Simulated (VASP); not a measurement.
# Cd (I4/mmm) in VASP: single point with PBE

Aim: the single point of Cd with PBE.

Everything below comes from runs of VASP 6.6.1. Logs are shortened: lines on timing, memory, paths and dates and some standing lists are left out, and cuts for length are marked.

## 1. The cell of the first run

Symmetry: I4/mmm, No. 139, tetragonal system. The conventional cell has a = 3.092 Å, b = 3.092 Å, c = 4.704 Å, α = 90.00°, β = 90.00°, γ = 90.00°. Cd (site symmetry 4/mmm) has 12 Cd at 3.09 to 3.21 Å within 4.1 Å.

## 2. Single point, PBE

Contents of INCAR:

```
SYSTEM = Cd
ALGO     = Normal         ! electronic algorithm
EDIFF    = 1E-7           ! SCF threshold, eV
ENCUT    = 520            ! plane-wave cutoff, eV
GGA      = PE             ! functional
ISIF     = 2              ! what is computed and relaxed
ISMEAR   = 0              ! smearing method
LASPH    = .True.         ! aspherical terms in the spheres
LCHARG   = .True.         ! write CHGCAR
LELF     = .True.         ! ELF
LREAL    = .False.        ! projectors in reciprocal space
LVHAR    = .True.       
LWAVE    = .False.        ! write WAVECAR
NBANDS   = 12             ! bands
NELM     = 100            ! most SCF steps
PREC     = Accurate       ! precision mode
SIGMA    = 0.1            ! smearing width, eV
```

Contents of KPOINTS:

```
k-points
0
Gamma
  8 8 8
  0 0 0
```

Contents of POSCAR:

```
Cd
1.0
   -1.5458648465      1.5458648465      2.3518078511
    1.5458648465     -1.5458648465      2.3518078511
    1.5458648465      1.5458648465     -2.3518078511
Cd
1
Direct
    0.0000000000      0.0000000000      0.0000000000
```

Potentials or basis: VASP PAW PBE potentials, release 64 (Cd).

Command:

```console
$ cat potpaw_PBE.64/Cd/POTCAR > POTCAR
$ mpirun -np 1 vasp_std > vasp.out
```

OUTCAR:

```text
SYSTEM = Cd
   EDIFF = 1E-7
   ENCUT = 520
   GGA = PE
   ISIF = 2
   ISMEAR = 0
   LASPH = .True.
   LREAL = .False.
   NELM = 100
   PREC = Accurate

 ion  position               nearest neighbor table
   1  0.000  0.000  0.000-

  LATTYP: Found a body centered tetragonal cell.
 ALAT       =     3.0917296930
 C/A-ratio  =     1.5213541187

  Lattice vectors:

 A1 = (  -1.5458648465,   1.5458648465,   2.3518078511)
 A2 = (   1.5458648465,  -1.5458648465,   2.3518078511)
 A3 = (   1.5458648465,   1.5458648465,  -2.3518078511)

Analysis of symmetry for initial positions (statically):
=====================================================================
 Subroutine PRICEL returns:
 Original cell was already a primitive cell.

 Routine SETGRP: Setting up the symmetry group for a
 body centered tetragonal supercell.

 Subroutine GETGRP returns: Found 16 space group operations
 (whereof 16 operations were pure point group operations)
 out of a pool of 16 trial point group operations.

The static configuration has the point symmetry D_4h.

Analysis of symmetry for dynamics (positions and initial velocities):
=====================================================================
 Subroutine PRICEL returns:
 Original cell was already a primitive cell.

 Routine SETGRP: Setting up the symmetry group for a
 body centered tetragonal supercell.

 Subroutine GETGRP returns: Found 16 space group operations
 (whereof 16 operations were pure point group operations)
 out of a pool of 16 trial point group operations.

The dynamic configuration has the point symmetry D_4h.

 Subroutine INISYM returns: Found 16 space group operations
 (whereof 16 operations are pure point group operations),
 and found     1 'primitive' translations

----------------------------------------------------------------------------------------

                                     Primitive cell

  volume of cell :      22.4804

  direct lattice vectors                    reciprocal lattice vectors
    -1.545864847  1.545864847  2.351807851     0.000000000  0.323443541  0.212602403
     1.545864847 -1.545864847  2.351807851     0.323443541  0.000000000  0.212602403
     1.545864847  1.545864847 -2.351807851     0.323443541  0.323443541  0.000000000

  length of vectors
     3.210980600  3.210980600  3.210980600     0.387060081  0.387060081  0.457418242

  position of ions in fractional coordinates (direct lattice)
     0.000000000  0.000000000  0.000000000

  ion indices of the primitive-cell ions
   primitive index   ion index
                 1           1

----------------------------------------------------------------------------------------

 KPOINTS: k-points

Automatic generation of k-mesh.
 Grid dimensions read from file:
 generate k-points for:    8    8    8

 Generating k-lattice:

  Cartesian coordinates                     Fractional coordinates (reciprocal lattice)
     0.000000000  0.040430443  0.026575300     0.125000000  0.000000000 -0.000000000
     0.040430443  0.000000000  0.026575300     0.000000000  0.125000000 -0.000000000
     0.040430443  0.040430443  0.000000000     0.000000000  0.000000000  0.125000000

  Length of vectors
     0.048382510  0.048382510  0.057177280

  Shift w.r.t. Gamma in fractional coordinates (k-lattice)
     0.000000000  0.000000000  0.000000000

 Subroutine IBZKPT returns following result:
 ===========================================

 Found     59 irreducible k-points:

 Following reciprocal coordinates:
            Coordinates               Weight
  0.000000  0.000000  0.000000      1.000000
  0.125000  0.000000 -0.000000      8.000000
  0.250000  0.000000 -0.000000      8.000000
  0.375000  0.000000 -0.000000      8.000000
  0.500000  0.000000 -0.000000      4.000000
  0.125000  0.125000 -0.000000      8.000000
[... 16 lines left out ...]
  0.250000  0.125000  0.125000     16.000000
  0.375000  0.125000  0.125000      8.000000
 [... further k-points ...]
   k-points           NKPTS =     59   k-points in BZ     NKDIM =     59   number of bands    NBANDS=     12
   number of dos      NEDOS =    301   number of ions     NIONS =      1
   total plane-waves  NPLWV =  13824
   dimension x,y,z NGX =    24 NGY =   24 NGZ =   24
   dimension x,y,z NGXF=    48 NGYF=   48 NGZF=   48
   ions per type =               1
   NGX,Y,Z   is equivalent  to a cutoff of  12.43, 12.43, 12.43 a.u.
   NGXF,Y,Z  is equivalent  to a cutoff of  24.85, 24.85, 24.85 a.u.
 SYSTEM =  Cd
   PREC   = accura    normal or accurate (medium, high low for compatibility)
   ISTART =      0    job   : 0-new  1-cont  2-samecut
   ICHARG =      2    charge: 1-file 2-atom 10-const
   ISPIN  =      1    spin polarized calculation?
   LNONCOLLINEAR =      F non collinear calculations
   LSORBIT =      F    spin-orbit coupling
   LASPH  =      T    aspherical Exc in radial PAW
   ENCUT  =  520.0 eV  38.22 Ry    6.18 a.u.   5.97  5.97  5.97*2*pi/ulx,y,z
   NELM   =    100;   NELMIN=  2; NELMDL= -5     # of ELM steps
   EDIFF  = 0.1E-06   stopping-criterion for ELM
   LREAL  =      F    real-space projection
   EDIFFG = 0.1E-05   stopping-criterion for IOM
   NSW    =      0    number of steps for IOM
   IBRION =     -1    ionic relax: 0-MD 1-quasi-New 2-CG
   NFREE  =      0    steps in history (QN), initial steepest desc. (CG)
   ISIF   =      2    stress and relaxation
   ISYM   =      2    0-nonsym 1-usesym 2-fastsym
   POTIM  = 0.5000    time-step for ionic-motion
   TEBEG  =    0.0;   TEEND  =   0.0 temperature during run
   PSTRESS=    0.0 pullay stress
   NELECT =      12.0000    total number of electrons
   NUPDOWN=      -1.0000    fix difference up-down
   EMIN   =  10.00;   EMAX   =-10.00  energy-range for DOS
   EFERMI =   0.00;   METHOD = LEGACY
   ISMEAR =     0;   SIGMA  =   0.10  broadening in eV -4-tet -1-fermi 0-gaus
   EFERMI_NEDOS =   21; number of points for ismear=-14 and -15
   IALGO  =     38    algorithm
   IMIX   =      4    mixing-type and parameters
     AMIX     =   0.40;   BMIX     =  1.00
     AMIX_MAG =   1.60;   BMIX_MAG =  1.00
  volume/ion in A,a.u.               =      22.48       151.71
  Fermi-wavevector in a.u.,A,eV,Ry     =   1.328007  2.509569 23.995262  1.763602
  Thomas-Fermi vector in A             =   2.457277
   LORBIT       =      0    0 simple, 1 ext, 2 COOP (PROOUT), +10 PAW based schemes
   GGA     = PE    functional components
   LHFCALC =     F    Hartree Fock is set to
   AEXX    =    0.0000 exact exchange contribution
   IVDW    =     0    specifies the selected vdW correction
   LEPSILON=     F    determine dielectric tensor
   LRPA    =     F    only Hartree local field effects (RPA)
 non-spin polarized calculation
 Gauss-broadening in eV      SIGMA  =   0.10
  energy-cutoff  :      520.00
  volume of cell :       22.48
 maximum number of plane-waves:       636
   NGX = 11   NGY = 11   NGZ = 11

 number of electron      11.9999995 magnetization

 Free energy of the ion-electron system (eV)
  ---------------------------------------------------
  ext. energy  EPLUGINS =         0.00000000
  ---------------------------------------------------
  free energy    TOTEN  =        -0.73115450 eV

  energy without entropy =       -0.72930399  energy(sigma->0) =       -0.73022925

 E-fermi :   2.4601     XC(G=0): -10.8318

 val. band max:        2.3964576079   @ k =   0.3750   0.2500   0.1250
 cond. band min:       2.5786368496   @ k =  -0.3750   0.5000   0.1250
 fundamental gap:      0.1821792417
 Fermi energy:         2.4601352683

 k-point     1 :       0.0000    0.0000    0.0000
  band No.  band energies     occupation
      1      -6.5926      2.00000
      2      -6.3517      2.00000
      3      -6.3517      2.00000
      4      -6.1257      2.00000
      5      -5.9411      2.00000
      6      -5.9109      2.00000
      7      16.4871      0.00000
      8      17.2930      0.00000
      9      17.2930      0.00000
     10      17.4136      0.00000
     11      20.5928      0.00000
     12      20.5928      0.00000

 k-point     2 :       0.1250    0.0000   -0.0000
  band No.  band energies     occupation
      1      -6.5672      2.00000
      2      -6.3769      2.00000
      3      -6.2995      2.00000
      4      -6.1112      2.00000
      5      -5.9346      2.00000
      6      -5.5286      2.00000
      7      13.4624      0.00000
      8      16.4333      0.00000
      9      16.8771      0.00000
     10      16.8879      0.00000
     11      19.9927      0.00000
     12      21.5488      0.00000

 k-point     3 :       0.2500    0.0000   -0.0000
  band No.  band energies     occupation
      1      -6.6606      2.00000
      2      -6.4295      2.00000
      3      -6.2472      2.00000
      4      -5.9657      2.00000
      5      -5.9120      2.00000
      6      -4.2361      2.00000
      7       8.7777      0.00000
      8      15.1835      0.00000
      9      16.2741      0.00000
     10      16.6751      0.00000
     11      18.7528      0.00000
     12      21.1889      0.00000
[... 286 lines left out ...]
 k-point    23 :       0.2500    0.1250    0.1250
  band No.  band energies     occupation
      1      -6.6257      2.00000
      2      -6.4551      2.00000
      3      -6.2600      2.00000
      4      -6.0329      2.00000
      5      -5.7361      2.00000
      6      -0.9116      2.00000
      7       5.5369      0.00000
      8       9.6808      0.00000
      9      12.2068      0.00000
     10      15.7301      0.00000
     11      18.4051      0.00000
     12      20.8500      0.00000

 k-point    24 :       0.3750    0.1250    0.1250
  band No.  band energies     occupation
      1      -6.6449      2.00000
      2      -6.5200      2.00000
      3      -6.1572      2.00000
      4      -6.1064      2.00000
      5      -5.6473      2.00000
      6       1.9242      2.00000
      7       2.0040      2.00000
      8      10.2273      0.00000
      9      10.8626      0.00000
     10      15.3900      0.00000
     11      18.4126      0.00000
     12      24.5456      0.00000

 [... further k-points ...]

------------------------ aborting loop because EDIFF is reached ----------------------------------------

  FORCE on cell =-STRESS in cart. coord.  units (eV):
  Direction    XX          YY          ZZ          XY          YZ          ZX
  --------------------------------------------------------------------------------------
  -------------------------------------------------------------------------------------
  Total        0.2682189      0.2682189     -0.0872104      0.0000000      0.0000000      0.0000000
  in kB       19.1159161     19.1159161     -6.2154721      0.0000000      0.0000000      0.0000000
  external PRESSURE =      10.6721201 kB  Pullay stress =       0.0000000 kB

 VOLUME and BASIS-vectors are now :
 -----------------------------------------------------------------------------
  energy-cutoff  :      520.00
  volume of cell :       22.48
      direct lattice vectors                 reciprocal lattice vectors
    -1.545864847  1.545864847  2.351807851     0.000000000  0.323443541  0.212602403
     1.545864847 -1.545864847  2.351807851     0.323443541  0.000000000  0.212602403
     1.545864847  1.545864847 -2.351807851     0.323443541  0.323443541  0.000000000

 POSITION                                       TOTAL-FORCE (eV/Angst)
 -----------------------------------------------------------------------------------
      0.00000      0.00000      0.00000         0.000000      0.000000      0.000000
 -----------------------------------------------------------------------------------
    total drift:                                0.000000      0.000000     -0.000000

  FREE ENERGIE OF THE ION-ELECTRON SYSTEM (eV)
  ---------------------------------------------------
  free  energy   TOTEN  =        -0.7311545033 eV

  energy  without entropy=       -0.7293039871  energy(sigma->0) =       -0.73022925
```

It took 9.9 s on 1 thread of Intel Xeon Platinum 8259CL at 2.50GHz (Skylake/Cascade Lake), shared host; peak memory 0.14 GiB.

Results:

```yaml
Free_energy: -0.7312 eV
Pressure: 1.1 GPa
Band_gap_on_the_k_mesh: zero (band 6 reaches 4.73 eV, above the bottom of band 7 at 1.28 eV)
```

Stress tensor (GPa, compression positive):
```
 1.91  0.00  0.00
 0.00  1.91  0.00
 0.00  0.00 -0.62
```
